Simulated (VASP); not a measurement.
# ZnGaC4N4 (P4/mmm) in VASP: single point with PBE

Aim: the single point of ZnGaC4N4 with PBE.

Program: VASP 6.6.1. These are calculated values, not measurements. Logs are shortened: lines on timing, memory, paths and dates and some standing lists are left out, and cuts for length are marked.

## (1) The cell of the first run

The structure is tetragonal, space group P4/mmm (No. 123). The conventional cell has a = 7.173 Å, b = 7.173 Å, c = 4.360 Å, α = 90.00°, β = 90.00°, γ = 90.00°. Within 2.5 Å of Zn (site symmetry 4/mmm) lie 4 C at 1.92 Å. Ga (site symmetry 4/mmm) has 4 N at 1.99 Å within 2.6 Å. Within 1.6 Å of C (site symmetry m2m) lie 1 N at 1.17 Å. N (site symmetry m2m) has 1 C at 1.17 Å within 1.6 Å.

## (2) Single point, PBE

The input, INCAR:

```
SYSTEM = ZnGaC4N4
PREC = Accurate ; ENCUT = 520
EDIFF = 1E-7 ; ISMEAR = 0
SIGMA = 0.1 ; LREAL = .FALSE.
LASPH = .TRUE. ; NELM = 80
ALGO = Normal ; ISIF = 2
LWAVE = .FALSE. ; LCHARG = .FALSE.
GGA = PE ; NBANDS = 42
```

The input, KPOINTS:

```
Automatic mesh
0
G
  4 4 4
  0 0 0
```

The input, POSCAR:

```
ZnGaC4N4
1.0
    7.1728911900      0.0000000000      0.0000000000
    0.0000000000      7.1728911900      0.0000000000
    0.0000000000      0.0000000000      4.3603851900
Zn Ga C N
1 1 4 4
Direct
    0.0000000000      0.0000000000      0.0000000000
    0.5000000000      0.5000000000      0.0000000000
    0.1889787100      0.8110212900      0.0000000000
    0.8110212900      0.1889787100      0.0000000000
    0.1889787100      0.1889787100      0.0000000000
    0.8110212900      0.8110212900      0.0000000000
    0.3043178200      0.6956821800      0.0000000000
    0.6956821800      0.3043178200      0.0000000000
    0.3043178200      0.3043178200      0.0000000000
    0.6956821800      0.6956821800      0.0000000000
```

Potentials or basis: VASP PAW PBE potentials, release 64 (Zn, Ga_d, C, N).

Run with:

```sh
> cat potpaw_PBE.64/Zn/POTCAR potpaw_PBE.64/Ga_d/POTCAR potpaw_PBE.64/C/POTCAR potpaw_PBE.64/N/POTCAR > POTCAR
> mpirun -np 1 vasp_std > vasp.out
```

OUTCAR:

```text
SYSTEM = ZnGaC4N4
   PREC = Accurate
   ENCUT = 520
   EDIFF = 1E-7
   ISMEAR = 0
   LREAL = .FALSE.
   LASPH = .TRUE.
   NELM = 80
   ISIF = 2
   GGA = PE

 ion  position               nearest neighbor table
   1  0.000  0.000  0.000-   3 1.92   4 1.92   5 1.92   6 1.92
   2  0.500  0.500  0.000-   7 1.99   8 1.99   9 1.99  10 1.99
   3  0.189  0.811  0.000-   7 1.17   1 1.92
   4  0.811  0.189  0.000-   8 1.17   1 1.92
   5  0.189  0.189  0.000-   9 1.17   1 1.92
   6  0.811  0.811  0.000-  10 1.17   1 1.92
   7  0.304  0.696  0.000-   3 1.17   2 1.99
   8  0.696  0.304  0.000-   4 1.17   2 1.99
   9  0.304  0.304  0.000-   5 1.17   2 1.99
  10  0.696  0.696  0.000-   6 1.17   2 1.99

  LATTYP: Found a simple tetragonal cell.
 ALAT       =     7.1728911900
 C/A-ratio  =     0.6078978580

  Lattice vectors:

 A1 = (   7.1728911900,   0.0000000000,   0.0000000000)
 A2 = (   0.0000000000,   7.1728911900,   0.0000000000)
 A3 = (   0.0000000000,   0.0000000000,   4.3603851900)

Analysis of symmetry for initial positions (statically):
=====================================================================
 Subroutine PRICEL returns:
 Original cell was already a primitive cell.

 Routine SETGRP: Setting up the symmetry group for a
 simple tetragonal supercell.

 Subroutine GETGRP returns: Found 16 space group operations
 (whereof 16 operations were pure point group operations)
 out of a pool of 16 trial point group operations.

The static configuration has the point symmetry D_4h.

Analysis of symmetry for dynamics (positions and initial velocities):
=====================================================================
 Subroutine PRICEL returns:
 Original cell was already a primitive cell.

 Routine SETGRP: Setting up the symmetry group for a
 simple tetragonal supercell.

 Subroutine GETGRP returns: Found 16 space group operations
 (whereof 16 operations were pure point group operations)
 out of a pool of 16 trial point group operations.

The dynamic configuration has the point symmetry D_4h.

 Subroutine INISYM returns: Found 16 space group operations
 (whereof 16 operations are pure point group operations),
 and found     1 'primitive' translations

----------------------------------------------------------------------------------------

                                     Primitive cell

  volume of cell :     224.3434

  direct lattice vectors                    reciprocal lattice vectors
     7.172891190  0.000000000  0.000000000     0.139413798  0.000000000  0.000000000
     0.000000000  7.172891190  0.000000000     0.000000000  0.139413798  0.000000000
     0.000000000  0.000000000  4.360385190     0.000000000  0.000000000  0.229337537

  length of vectors
     7.172891190  7.172891190  4.360385190     0.139413798  0.139413798  0.229337537

  position of ions in fractional coordinates (direct lattice)
     0.000000000  0.000000000  0.000000000
     0.500000000  0.500000000  0.000000000
     0.188978710  0.811021290  0.000000000
     0.811021290  0.188978710  0.000000000
     0.188978710  0.188978710  0.000000000
     0.811021290  0.811021290  0.000000000
     0.304317820  0.695682180  0.000000000
     0.695682180  0.304317820  0.000000000
     0.304317820  0.304317820  0.000000000
     0.695682180  0.695682180  0.000000000

  ion indices of the primitive-cell ions
   primitive index   ion index
                 1           1
                 2           2
                 3           3
                 4           4
                 5           5
                 6           6
                 7           7
                 8           8
                 9           9
                10          10

----------------------------------------------------------------------------------------

 KPOINTS: Automatic mesh

Automatic generation of k-mesh.
 Grid dimensions read from file:
 generate k-points for:    4    4    4

 Generating k-lattice:

  Cartesian coordinates                     Fractional coordinates (reciprocal lattice)
     0.034853449  0.000000000  0.000000000     0.250000000  0.000000000  0.000000000
     0.000000000  0.034853449  0.000000000     0.000000000  0.250000000  0.000000000
     0.000000000  0.000000000  0.057334384     0.000000000  0.000000000  0.250000000

  Length of vectors
     0.034853449  0.034853449  0.057334384

  Shift w.r.t. Gamma in fractional coordinates (k-lattice)
     0.000000000  0.000000000  0.000000000

 Subroutine IBZKPT returns following result:
 ===========================================

 Found     18 irreducible k-points:

 Following reciprocal coordinates:
            Coordinates               Weight
  0.000000  0.000000  0.000000      1.000000
  0.250000  0.000000  0.000000      4.000000
  0.500000  0.000000  0.000000      2.000000
  0.250000  0.250000  0.000000      4.000000
  0.500000  0.250000  0.000000      4.000000
  0.500000  0.500000  0.000000      1.000000
[... 10 lines left out ...]
  0.500000  0.250000  0.500000      4.000000
  0.500000  0.500000  0.500000      1.000000
   k-points           NKPTS =     18   k-points in BZ     NKDIM =     18   number of bands    NBANDS=     42
   number of dos      NEDOS =    301   number of ions     NIONS =     10
   total plane-waves  NPLWV =  93312
   dimension x,y,z NGX =    54 NGY =   54 NGZ =   32
   dimension x,y,z NGXF=   108 NGYF=  108 NGZF=   64
   ions per type =               1   1   4   4
   NGX,Y,Z   is equivalent  to a cutoff of  12.52, 12.52, 12.20 a.u.
   NGXF,Y,Z  is equivalent  to a cutoff of  25.03, 25.03, 24.40 a.u.
 SYSTEM =  ZnGaC4N4
   PREC   = accura    normal or accurate (medium, high low for compatibility)
   ISTART =      0    job   : 0-new  1-cont  2-samecut
   ICHARG =      2    charge: 1-file 2-atom 10-const
   ISPIN  =      1    spin polarized calculation?
   LNONCOLLINEAR =      F non collinear calculations
   LSORBIT =      F    spin-orbit coupling
   LASPH  =      T    aspherical Exc in radial PAW
   ENCUT  =  520.0 eV  38.22 Ry    6.18 a.u.  13.34 13.34  8.11*2*pi/ulx,y,z
   NELM   =     80;   NELMIN=  2; NELMDL= -5     # of ELM steps
   EDIFF  = 0.1E-06   stopping-criterion for ELM
   LREAL  =      F    real-space projection
   EDIFFG = 0.1E-05   stopping-criterion for IOM
   NSW    =      0    number of steps for IOM
   IBRION =     -1    ionic relax: 0-MD 1-quasi-New 2-CG
   NFREE  =      0    steps in history (QN), initial steepest desc. (CG)
   ISIF   =      2    stress and relaxation
   ISYM   =      2    0-nonsym 1-usesym 2-fastsym
   POTIM  = 0.5000    time-step for ionic-motion
   TEBEG  =    0.0;   TEEND  =   0.0 temperature during run
   PSTRESS=    0.0 pullay stress
   NELECT =      61.0000    total number of electrons
   NUPDOWN=      -1.0000    fix difference up-down
   EMIN   =  10.00;   EMAX   =-10.00  energy-range for DOS
   EFERMI =   0.00;   METHOD = LEGACY
   ISMEAR =     0;   SIGMA  =   0.10  broadening in eV -4-tet -1-fermi 0-gaus
   EFERMI_NEDOS =   21; number of points for ismear=-14 and -15
   IALGO  =     38    algorithm
   IMIX   =      4    mixing-type and parameters
     AMIX     =   0.40;   BMIX     =  1.00
     AMIX_MAG =   1.60;   BMIX_MAG =  1.00
  volume/ion in A,a.u.               =      22.43       151.39
  Fermi-wavevector in a.u.,A,eV,Ry     =   1.060589  2.004222 15.304491  1.124848
  Thomas-Fermi vector in A             =   2.195975
   LORBIT       =      0    0 simple, 1 ext, 2 COOP (PROOUT), +10 PAW based schemes
   GGA     = PE    functional components
   LHFCALC =     F    Hartree Fock is set to
   AEXX    =    0.0000 exact exchange contribution
   IVDW    =     0    specifies the selected vdW correction
   LEPSILON=     F    determine dielectric tensor
   LRPA    =     F    only Hartree local field effects (RPA)
 non-spin polarized calculation
 Gauss-broadening in eV      SIGMA  =   0.10
  energy-cutoff  :      520.00
  volume of cell :      224.34
 maximum number of plane-waves:      6072
 NGX is ok and might be reduce to    54
   NGX = 27   NGY = 27   NGZ = 17

 number of electron      61.0000011 magnetization

 Free energy of the ion-electron system (eV)
  ---------------------------------------------------
  ext. energy  EPLUGINS =         0.00000000
  ---------------------------------------------------
  free energy    TOTEN  =       -67.49112229 eV

  energy without entropy =      -67.47955746  energy(sigma->0) =      -67.48533987

 E-fermi :   0.0769     XC(G=0):  -6.7141

 val. band max:        0.0354481116   @ k =   0.5000   0.2500   0.5000
 cond. band min:       0.0879206834   @ k =   0.5000   0.0000   0.5000
 fundamental gap:      0.0524725718
 Fermi energy:         0.0769044858

 k-point     1 :       0.0000    0.0000    0.0000
  band No.  band energies     occupation
      1     -19.4256      2.00000
      2     -19.1682      2.00000
      3     -19.1682      2.00000
      4     -19.1297      2.00000
      5     -16.5818      2.00000
      6     -16.4661      2.00000
[... 34 lines left out ...]
     41       4.8028      0.00000
     42       5.5605      0.00000

 k-point     2 :       0.2500    0.0000    0.0000
  band No.  band energies     occupation
      1     -19.4064      2.00000
      2     -19.1906      2.00000
      3     -19.1653      2.00000
      4     -19.1321      2.00000
      5     -16.5798      2.00000
      6     -16.4687      2.00000
[... 34 lines left out ...]
     41       5.0171      0.00000
     42       5.1188      0.00000

 k-point     3 :       0.5000    0.0000    0.0000
  band No.  band energies     occupation
      1     -19.3821      2.00000
      2     -19.2179      2.00000
      3     -19.1619      2.00000
      4     -19.1350      2.00000
      5     -16.5779      2.00000
      6     -16.4714      2.00000
[... 627 lines left out ...]
      4     -19.1413      2.00000
      5     -16.5708      2.00000
      6     -16.4752      2.00000
[... 34 lines left out ...]
     41       5.3083      0.00000
     42       5.9286      0.00000

 k-point    18 :       0.5000    0.5000    0.5000
  band No.  band energies     occupation
      1     -19.3389      2.00000
      2     -19.1974      2.00000
      3     -19.1600      2.00000
      4     -19.1600      2.00000
      5     -16.5697      2.00000
      6     -16.4797      2.00000
[... 34 lines left out ...]
     41       5.4461      0.00000
     42       5.4461      0.00000

------------------------ aborting loop because EDIFF is reached ----------------------------------------

  FORCE on cell =-STRESS in cart. coord.  units (eV):
  Direction    XX          YY          ZZ          XY          YZ          ZX
  --------------------------------------------------------------------------------------
  -------------------------------------------------------------------------------------
  Total        9.5997396      9.5997396     -1.3639022      0.0000000      0.0000000      0.0000000
  in kB       68.5577719     68.5577719     -9.7404825      0.0000000      0.0000000      0.0000000
  external PRESSURE =      42.4583537 kB  Pullay stress =       0.0000000 kB

 VOLUME and BASIS-vectors are now :
 -----------------------------------------------------------------------------
  energy-cutoff  :      520.00
  volume of cell :      224.34
      direct lattice vectors                 reciprocal lattice vectors
     7.172891190  0.000000000  0.000000000     0.139413798  0.000000000  0.000000000
     0.000000000  7.172891190  0.000000000     0.000000000  0.139413798  0.000000000
     0.000000000  0.000000000  4.360385190     0.000000000  0.000000000  0.229337537

 POSITION                                       TOTAL-FORCE (eV/Angst)
 -----------------------------------------------------------------------------------
      0.00000      0.00000      0.00000        -0.000000      0.000000     -0.000000
      3.58645      3.58645      0.00000        -0.000000      0.000000     -0.000000
      1.35552      5.81737      0.00000         1.261561     -1.261561      0.000000
      5.81737      1.35552      0.00000        -1.261561      1.261561     -0.000000
      1.35552      1.35552      0.00000         1.261561      1.261561      0.000000
      5.81737      5.81737      0.00000        -1.261561     -1.261561     -0.000000
      2.18284      4.99005      0.00000         0.976600     -0.976600      0.000000
      4.99005      2.18284      0.00000        -0.976600      0.976600     -0.000000
      2.18284      2.18284      0.00000         0.976600      0.976600     -0.000000
      4.99005      4.99005      0.00000        -0.976600     -0.976600     -0.000000
 -----------------------------------------------------------------------------------
    total drift:                               -0.000000      0.000000     -0.000000

  FREE ENERGIE OF THE ION-ELECTRON SYSTEM (eV)
  ---------------------------------------------------
  free  energy   TOTEN  =       -67.4911222864 eV

  energy  without entropy=      -67.4795574626  energy(sigma->0) =      -67.48533987
```

Wall time 2.5 min (1 thread of AMD EPYC 7R43 (Zen 3), shared host); peak memory 0.35 GiB.

What came out:

- Free energy: -67.4911 eV
- Pressure: 4.2 GPa
- Largest force: 1.784 eV/Å

Forces in eV/Å, atoms in the order of the input:
```
Zn   0.000  0.000  0.000
Ga   0.000  0.000  0.000
C    1.262 -1.262  0.000
C   -1.262  1.262  0.000
C    1.262  1.262  0.000
C   -1.262 -1.262  0.000
N    0.977 -0.977  0.000
N   -0.977  0.977  0.000
N    0.977  0.977  0.000
N   -0.977 -0.977  0.000
```

Levels at points of the mesh, in eV from the Fermi level:
| k point | band 28 | band 29 | band 30 | band 31 | band 32 | band 33 |
| --- | --- | --- | --- | --- | --- | --- |
| (0.00, 0.00, 0.00) | -4.93 | -4.39 | -1.25 | 0.27 | 0.81 | 1.44 |
| (0.50, 0.00, 0.00) | -4.81 | -4.34 | -1.44 | 0.93 | 1.26 | 1.32 |
| (0.50, 0.50, 0.00) | -4.60 | -4.60 | -1.81 | 1.23 | 1.46 | 1.54 |
| (0.00, 0.00, 0.50) | -4.92 | -4.38 | -1.18 | -1.12 | 1.52 | 1.69 |
| (0.50, 0.00, 0.50) | -4.79 | -4.31 | -1.36 | -0.12 | 0.01 | 1.79 |
| (0.50, 0.50, 0.50) | -4.57 | -4.57 | -1.68 | 0.04 | 0.19 | 2.08 |

Caveat: the k points lie up to 0.36 Å⁻¹ apart; forces of over 1 eV/Å act on the atoms, so gaps and moduli don't describe the material at rest.
